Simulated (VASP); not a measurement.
Y3Si2F, 6 atoms in the cell. The structure is trigonal, space group R-3m (No. 166). Conventional cell: a = 4.295 Å, b = 4.295 Å, c = 31.229 Å, α = 90.00°, β = 90.00°, γ = 120.00°. Within 4.0 Å of Y (site symmetry -3m) lie 6 Si at 3.00 Å and 6 Y at 3.90 Å. Within 2.9 Å of Y (site symmetry 3m) lie 1 F at 2.19 Å and 3 Si at 2.81 Å. Within 3.7 Å of Si (site symmetry 3m) lie 6 Y at 2.81 to 3.00 Å. F (site symmetry -3m) has 2 Y at 2.19 Å within 2.9 Å. 

```yaml
Program: VASP 6.6.1
Task: single point
Functional: PBE
Potentials_or_basis: VASP PAW PBE potentials, release 64 (Y_sv, Si, F)
Cutoff: 520 eV
k_mesh: 12 × 12 × 12
Occupations: gaussian, width 0.01 eV
Spin: no spin polarisation
Dipole_correction: no
Further_INCAR_settings: ALGO = Normal; EDIFF = 1e-06; NBANDS = 33
```

Potentials or basis: VASP PAW PBE potentials, release 64 (Y_sv, Si, F).

The run is started by

```sh
$ cat potpaw_PBE.64/Y_sv/POTCAR potpaw_PBE.64/Si/POTCAR potpaw_PBE.64/F/POTCAR > POTCAR
$ mpirun -np 1 vasp_std > vasp.out
```

Hardware: 1 × NVIDIA H100 80GB with 1 thread of AMD EPYC 7R13 Processor (Zen 3), on a shared host.

Q: Estimate the wall time of this run.

A: Wall time 10 min on 1 × NVIDIA H100 80GB with 1 thread of AMD EPYC 7R13 Processor (Zen 3), on a shared host, peak memory 2.5 GiB. Counts: scf iterations 16, k points 189.
